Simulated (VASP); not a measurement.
# TiInCuH4 (P4mm) in VASP: notebook

Runs on TiInCuH4. Level: PBE. Tasks: single point.

All numbers are computed with VASP 6.6.1; they aren't measurements. Logs are shortened: lines on timing, memory, paths and dates and some standing lists are left out, and cuts for length are marked.

**1. The cell of the first run**

Symmetry: P4mm, No. 99, tetragonal system. Conventional cell: a = 3.181 Å, b = 3.181 Å, c = 8.421 Å, α = 90.00°, β = 90.00°, γ = 90.00°. Ti (site symmetry 4mm) has 4 H at 1.80 Å within 2.4 Å. Within 3.5 Å of In (site symmetry 4mm) lie 1 Cu at 2.62 Å and 1 Ti at 2.83 Å and 4 H at 2.84 Å and 4 In at 3.18 Å. Cu (site symmetry 4mm) has 4 H at 1.61 Å within 2.1 Å. Within 2.1 Å of H (site symmetry 2mm) lie 2 Cu at 1.61 Å. H (site symmetry 2mm) has 2 Ti at 1.80 Å and 5 H at 2.25 to 2.41 Å within 2.5 Å.

The cell was generated, and may not be a known phase.

**2. Single point, PBE**

INCAR reads:

```
PREC = Accurate
ENCUT = 520
EDIFF = 1E-6
ISMEAR = 0
SIGMA = 0.1
LREAL = False
LASPH = True
NELM = 80
ALGO = Normal
ISIF = 2
LWAVE = False
LCHARG = True
GGA = PE
LELF = True
LVHAR = True
NBANDS = 29
```

KPOINTS reads:

```
Automatic mesh
0
Gamma
  6 6 2
```

POSCAR reads:

```
TiInCuH4
1.0
    3.1814096228      0.0000000000      0.0000000000
    0.0000000000      3.1814096228      0.0000000000
    0.0000000000      0.0000000000      8.4210672139
Ti In Cu H
1 1 1 4
Direct
    0.0000000000      0.0000000000      0.2327411882
    0.0000000000      0.0000000000      0.8971264172
    0.0000000000      0.0000000000      0.5861834818
    0.5000000000      0.0000000000      0.6179885443
    0.0000000000      0.5000000000      0.6179885443
    0.5000000000      0.0000000000      0.3318761572
    0.0000000000      0.5000000000      0.3318761572
```

Potentials or basis: VASP PAW PBE potentials, release 64 (Ti_sv, In_d, Cu, H).

Launch:

```bash
$ cat potpaw_PBE.64/Ti_sv/POTCAR potpaw_PBE.64/In_d/POTCAR potpaw_PBE.64/Cu/POTCAR potpaw_PBE.64/H/POTCAR > POTCAR
$ mpirun -np 1 vasp_std > vasp.out
```

OUTCAR:

```text
PREC = Accurate
   ENCUT = 520
   EDIFF = 1E-6
   ISMEAR = 0
   LREAL = False
   LASPH = True
   NELM = 80
   ISIF = 2
   GGA = PE

 ion  position               nearest neighbor table
   1  0.000  0.000  0.233-   6 1.80   7 1.80   7 1.80   6 1.80   2 2.83
   2  0.000  0.000  0.897-   3 2.62   1 2.83
   3  0.000  0.000  0.586-   4 1.61   5 1.61   5 1.61   4 1.61   2 2.62
   4  0.500  0.000  0.618-   3 1.61   3 1.61
   5  0.000  0.500  0.618-   3 1.61   3 1.61
   6  0.500  0.000  0.332-   1 1.80   1 1.80
   7  0.000  0.500  0.332-   1 1.80   1 1.80

  LATTYP: Found a simple tetragonal cell.
 ALAT       =     3.1814096228
 C/A-ratio  =     2.6469610054

  Lattice vectors:

 A1 = (   3.1814096228,   0.0000000000,   0.0000000000)
 A2 = (   0.0000000000,   3.1814096228,   0.0000000000)
 A3 = (   0.0000000000,   0.0000000000,   8.4210672139)

Analysis of symmetry for initial positions (statically):
=====================================================================
 Subroutine PRICEL returns:
 Original cell was already a primitive cell.

 Routine SETGRP: Setting up the symmetry group for a
 simple tetragonal supercell.

 Subroutine GETGRP returns: Found  8 space group operations
 (whereof  8 operations were pure point group operations)
 out of a pool of 16 trial point group operations.

The static configuration has the point symmetry C_4v.

Analysis of symmetry for dynamics (positions and initial velocities):
=====================================================================
 Subroutine PRICEL returns:
 Original cell was already a primitive cell.

 Routine SETGRP: Setting up the symmetry group for a
 simple tetragonal supercell.

 Subroutine GETGRP returns: Found  8 space group operations
 (whereof  8 operations were pure point group operations)
 out of a pool of 16 trial point group operations.

The dynamic configuration has the point symmetry C_4v.

 Subroutine INISYM returns: Found  8 space group operations
 (whereof  8 operations are pure point group operations),
 and found     1 'primitive' translations

----------------------------------------------------------------------------------------

                                     Primitive cell

  volume of cell :      85.2327

  direct lattice vectors                    reciprocal lattice vectors
     3.181409623  0.000000000  0.000000000     0.314326075  0.000000000  0.000000000
     0.000000000  3.181409623  0.000000000     0.000000000  0.314326075  0.000000000
     0.000000000  0.000000000  8.421067214     0.000000000  0.000000000  0.118749794

  length of vectors
     3.181409623  3.181409623  8.421067214     0.314326075  0.314326075  0.118749794

  position of ions in fractional coordinates (direct lattice)
     0.000000000  0.000000000  0.232741188
     0.000000000  0.000000000  0.897126417
     0.000000000  0.000000000  0.586183482
     0.500000000  0.000000000  0.617988544
     0.000000000  0.500000000  0.617988544
     0.500000000  0.000000000  0.331876157
     0.000000000  0.500000000  0.331876157

  ion indices of the primitive-cell ions
   primitive index   ion index
                 1           1
                 2           2
                 3           3
                 4           4
                 5           5
                 6           6
                 7           7

----------------------------------------------------------------------------------------

 KPOINTS: Automatic mesh

Automatic generation of k-mesh.
 Grid dimensions read from file:
 generate k-points for:    6    6    2

 Generating k-lattice:

  Cartesian coordinates                     Fractional coordinates (reciprocal lattice)
     0.052387679  0.000000000  0.000000000     0.166666667  0.000000000  0.000000000
     0.000000000  0.052387679  0.000000000     0.000000000  0.166666667  0.000000000
     0.000000000  0.000000000  0.059374897     0.000000000  0.000000000  0.500000000

  Length of vectors
     0.052387679  0.052387679  0.059374897

  Shift w.r.t. Gamma in fractional coordinates (k-lattice)
     0.000000000  0.000000000  0.000000000

 Subroutine IBZKPT returns following result:
 ===========================================

 Found     20 irreducible k-points:

 Following reciprocal coordinates:
            Coordinates               Weight
  0.000000  0.000000  0.000000      1.000000
  0.166667  0.000000  0.000000      4.000000
  0.333333  0.000000  0.000000      4.000000
  0.500000  0.000000  0.000000      2.000000
  0.166667  0.166667  0.000000      4.000000
  0.333333  0.166667  0.000000      8.000000
[... 12 lines left out ...]
  0.500000  0.333333  0.500000      4.000000
  0.500000  0.500000  0.500000      1.000000
   k-points           NKPTS =     20   k-points in BZ     NKDIM =     20   number of bands    NBANDS=     29
   number of dos      NEDOS =    301   number of ions     NIONS =      7
   total plane-waves  NPLWV =  36864
   dimension x,y,z NGX =    24 NGY =   24 NGZ =   64
   dimension x,y,z NGXF=    48 NGYF=   48 NGZF=  128
   ions per type =               1   1   1   4
   NGX,Y,Z   is equivalent  to a cutoff of  12.54, 12.54, 12.63 a.u.
   NGXF,Y,Z  is equivalent  to a cutoff of  25.08, 25.08, 25.27 a.u.
 SYSTEM =  unknown system
   PREC   = accura    normal or accurate (medium, high low for compatibility)
   ISTART =      0    job   : 0-new  1-cont  2-samecut
   ICHARG =      2    charge: 1-file 2-atom 10-const
   ISPIN  =      1    spin polarized calculation?
   LNONCOLLINEAR =      F non collinear calculations
   LSORBIT =      F    spin-orbit coupling
   LASPH  =      T    aspherical Exc in radial PAW
   ENCUT  =  520.0 eV  38.22 Ry    6.18 a.u.   5.92  5.92 15.66*2*pi/ulx,y,z
   NELM   =     80;   NELMIN=  2; NELMDL= -5     # of ELM steps
   EDIFF  = 0.1E-05   stopping-criterion for ELM
   LREAL  =      F    real-space projection
   EDIFFG = 0.1E-04   stopping-criterion for IOM
   NSW    =      0    number of steps for IOM
   IBRION =     -1    ionic relax: 0-MD 1-quasi-New 2-CG
   NFREE  =      0    steps in history (QN), initial steepest desc. (CG)
   ISIF   =      2    stress and relaxation
   ISYM   =      2    0-nonsym 1-usesym 2-fastsym
   POTIM  = 0.5000    time-step for ionic-motion
   TEBEG  =    0.0;   TEEND  =   0.0 temperature during run
   PSTRESS=    0.0 pullay stress
   NELECT =      40.0000    total number of electrons
   NUPDOWN=      -1.0000    fix difference up-down
   EMIN   =  10.00;   EMAX   =-10.00  energy-range for DOS
   EFERMI =   0.00;   METHOD = LEGACY
   ISMEAR =     0;   SIGMA  =   0.10  broadening in eV -4-tet -1-fermi 0-gaus
   EFERMI_NEDOS =   21; number of points for ismear=-14 and -15
   IALGO  =     38    algorithm
   IMIX   =      4    mixing-type and parameters
     AMIX     =   0.40;   BMIX     =  1.00
     AMIX_MAG =   1.60;   BMIX_MAG =  1.00
  volume/ion in A,a.u.               =      12.18        82.17
  Fermi-wavevector in a.u.,A,eV,Ry     =   1.272212  2.404132 22.021337  1.618523
  Thomas-Fermi vector in A             =   2.405103
   LORBIT       =      0    0 simple, 1 ext, 2 COOP (PROOUT), +10 PAW based schemes
   GGA     = PE    functional components
   LHFCALC =     F    Hartree Fock is set to
   AEXX    =    0.0000 exact exchange contribution
   IVDW    =     0    specifies the selected vdW correction
   LEPSILON=     F    determine dielectric tensor
   LRPA    =     F    only Hartree local field effects (RPA)
 non-spin polarized calculation
 Gauss-broadening in eV      SIGMA  =   0.10
  energy-cutoff  :      520.00
  volume of cell :       85.23
 maximum number of plane-waves:      2344
 NGX is ok and might be reduce to    24
   NGX = 11   NGY = 11   NGZ = 31

 number of electron      40.0000034 magnetization

 Free energy of the ion-electron system (eV)
  ---------------------------------------------------
  ext. energy  EPLUGINS =         0.00000000
  ---------------------------------------------------
  free energy    TOTEN  =       -25.56809195 eV

  energy without entropy =      -25.55128058  energy(sigma->0) =      -25.55968626

 E-fermi :   4.3053     XC(G=0):  -9.7844

 val. band max:        4.2843452221   @ k =   0.3333   0.1667   0.0000
 cond. band min:       4.3479701192   @ k =   0.5000   0.5000   0.5000
 fundamental gap:      0.0636248972
 Fermi energy:         4.3053431134

 k-point     1 :       0.0000    0.0000    0.0000
  band No.  band energies     occupation
      1     -53.0024      2.00000
      2     -29.2843      2.00000
      3     -29.1591      2.00000
      4     -29.1591      2.00000
      5     -10.6367      2.00000
      6     -10.4818      2.00000
[... 21 lines left out ...]
     28      11.2420      0.00000
     29      13.8243      0.00000

 k-point     2 :       0.1667    0.0000    0.0000
  band No.  band energies     occupation
      1     -52.9987      2.00000
      2     -29.2796      2.00000
      3     -29.2025      2.00000
      4     -29.1561      2.00000
      5     -10.5776      2.00000
      6     -10.4330      2.00000
[... 21 lines left out ...]
     28      11.7157      0.00000
     29      13.0002      0.00000

 k-point     3 :       0.3333    0.0000    0.0000
  band No.  band energies     occupation
      1     -52.9912      2.00000
      2     -29.2917      2.00000
      3     -29.2669      2.00000
      4     -29.1501      2.00000
      5     -10.5261      2.00000
      6     -10.3191      2.00000
[... 21 lines left out ...]
     28      12.0467      0.00000
     29      12.9273      0.00000

 k-point     4 :       0.5000    0.0000    0.0000
  band No.  band energies     occupation
      1     -52.9874      2.00000
      2     -29.3330      2.00000
      3     -29.2634      2.00000
      4     -29.1470      2.00000
      5     -10.5127      2.00000
      6     -10.3642      2.00000
[... 469 lines left out ...]
     28       9.0924      0.00000
     29      11.5205      0.00000

 k-point    19 :       0.5000    0.3333    0.5000
  band No.  band energies     occupation
      1     -52.9764      2.00000
      2     -29.3206      2.00000
      3     -29.2759      2.00000
      4     -29.2469      2.00000
      5     -10.4182      2.00000
      6     -10.3428      2.00000
[... 21 lines left out ...]
     28       9.0564      0.00000
     29      10.1462      0.00000

 k-point    20 :       0.5000    0.5000    0.5000
  band No.  band energies     occupation
      1     -52.9727      2.00000
      2     -29.3165      2.00000
      3     -29.3165      2.00000
      4     -29.2433      2.00000
      5     -10.4675      2.00000
      6     -10.3357      2.00000
[... 21 lines left out ...]
     28       8.4138      0.00000
     29       8.7629      0.00000

------------------------ aborting loop because EDIFF is reached ----------------------------------------

  FORCE on cell =-STRESS in cart. coord.  units (eV):
  Direction    XX          YY          ZZ          XY          YZ          ZX
  --------------------------------------------------------------------------------------
  -------------------------------------------------------------------------------------
  Total       -0.0303756     -0.0303756      0.0574852      0.0000000     -0.0000000      0.0000000
  in kB       -0.5709901     -0.5709901      1.0805891      0.0000000     -0.0000000      0.0000000
  external PRESSURE =      -0.0204637 kB  Pullay stress =       0.0000000 kB

 VOLUME and BASIS-vectors are now :
 -----------------------------------------------------------------------------
  energy-cutoff  :      520.00
  volume of cell :       85.23
      direct lattice vectors                 reciprocal lattice vectors
     3.181409623  0.000000000  0.000000000     0.314326075  0.000000000  0.000000000
     0.000000000  3.181409623  0.000000000     0.000000000  0.314326075  0.000000000
     0.000000000  0.000000000  8.421067214     0.000000000  0.000000000  0.118749794

 POSITION                                       TOTAL-FORCE (eV/Angst)
 -----------------------------------------------------------------------------------
      0.00000      0.00000      1.95993        -0.000000     -0.000000     -0.026417
      0.00000      0.00000      7.55476         0.000000     -0.000000     -0.000946
      0.00000      0.00000      4.93629        -0.000000     -0.000000     -0.015657
      1.59070      0.00000      5.20412         0.000000     -0.000000      0.013398
      0.00000      1.59070      5.20412        -0.000000      0.000000      0.013398
      1.59070      0.00000      2.79475         0.000000     -0.000000      0.008112
      0.00000      1.59070      2.79475         0.000000     -0.000000      0.008112
 -----------------------------------------------------------------------------------
    total drift:                               -0.000000      0.000000      0.000658

  FREE ENERGIE OF THE ION-ELECTRON SYSTEM (eV)
  ---------------------------------------------------
  free  energy   TOTEN  =       -25.5680919450 eV

  energy  without entropy=      -25.5512805759  energy(sigma->0) =      -25.55968626
```

It took 84 s on 1 thread of Oxide Virtual Turin-like, shared host; peak memory 0.18 GiB.

What came out:

```
Free energy            : -25.5681 eV
Pressure               : 0.0 GPa
Largest force          : 0.026 eV/Å
Band gap on the k mesh : zero (bands 20 and 21 overlap by 1.02 eV)
```

Forces in eV/Å, atoms in the order of the input:
```
Ti   0.000  0.000 -0.026
In   0.000  0.000 -0.001
Cu   0.000  0.000 -0.016
H    0.000  0.000  0.013
H    0.000  0.000  0.013
H    0.000  0.000  0.008
H    0.000  0.000  0.008
```

Stress tensor (GPa, compression positive):
```
-0.06  0.00  0.00
 0.00 -0.06  0.00
 0.00  0.00  0.11
```

Levels at points of the mesh, in eV from the Fermi level:
```csv
k point,band 18,band 19,band 20,band 21,band 22,band 23
"(0.00, 0.00, 0.00)",-2.79,-0.99,0.87,1.21,1.21,1.98
"(0.50, 0.00, 0.00)",-2.38,-1.93,-1.92,-0.15,0.90,1.13
"(0.50, 0.50, 0.00)",-1.89,-1.50,-1.01,0.17,0.17,0.63
"(0.00, 0.00, 0.50)",-2.79,-1.52,0.63,1.20,1.20,1.98
"(0.50, 0.00, 0.50)",-2.39,-1.92,-1.91,0.74,0.95,1.13
"(0.50, 0.50, 0.50)",-1.84,-1.57,-1.02,0.04,0.04,0.12
```

Caveat: the k points lie up to 0.37 Å⁻¹ apart, too coarse for converged energies and pressures of a metal; spin-orbit coupling is left out, which moves the levels of the heavy elements.

(Part 1 of 2 ends here.)

The gap in the log of VASP goes by the Fermi energy; the results here count the filled bands.